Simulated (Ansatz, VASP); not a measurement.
# One calculation of H4CO, two programs

```
CELL_PARAMETERS angstrom
7.38032 0.00000 0.00000
0.00000 7.38032 0.00000
0.00000 0.00000 7.38032
ATOMIC_POSITIONS crystal
C 0.98982 0.04577 0.75775
C 0.90862 0.17381 0.30434
C 0.61245 0.71899 0.77661
C 0.55973 0.56001 0.25526
C 0.48485 0.21390 0.84036
C 0.13171 0.61081 0.48973
O 0.91096 0.17326 0.87781
O 0.99132 0.00809 0.24728
O 0.44095 0.80741 0.75877
O 0.41788 0.46736 0.16272
O 0.54250 0.10753 0.99209
O 0.19541 0.47434 0.61103
H 0.12654 0.09362 0.72309
H 0.79847 0.12279 0.92580
H 0.00071 0.90939 0.81846
H 0.91219 0.03608 0.62969
H 0.88374 0.25306 0.18117
H 0.01920 0.93876 0.35613
H 0.77714 0.14980 0.37234
H 0.99646 0.25356 0.39479
H 0.58462 0.57644 0.80658
H 0.46108 0.92228 0.69685
H 0.69191 0.72720 0.65044
H 0.69300 0.77649 0.88855
H 0.54397 0.70497 0.22469
H 0.43729 0.33774 0.17849
H 0.55096 0.54156 0.40321
H 0.69511 0.51737 0.20830
H 0.55082 0.34587 0.85355
H 0.48100 0.99079 0.98155
H 0.52952 0.15690 0.70887
H 0.33770 0.23419 0.83922
H 0.14849 0.55766 0.35193
H 0.18731 0.52163 0.73355
H 0.98692 0.64271 0.51283
H 0.21264 0.73615 0.50178
```

Alike in both runs: functional PBE; dispersion D3(BJ); k mesh 1 × 1 × 1; occupations fermi-dirac, width 0.05 eV; no spin polarisation.

Ansatz relaxed the structure, and its values are those at the end. VASP's run is a single point on that final structure, the one shown.

|  | VASP | Ansatz |
| --- | --- | --- |
| version | VASP 6.6.1 | Ansatz 0.2.0 |
| potentials or method | VASP PAW PBE potentials, release 64 (C_h, O_h, H_h), cutoff 1000 eV | scalar-relativistic, plane waves, PAW |
| valence electrons in the cell | 84 | 84 |

|  | VASP | Ansatz | Ansatz less VASP |
| --- | --- | --- | --- |
| rms of the force components (eV/Å) | 0.057 | 0.057 | +0.0001 |
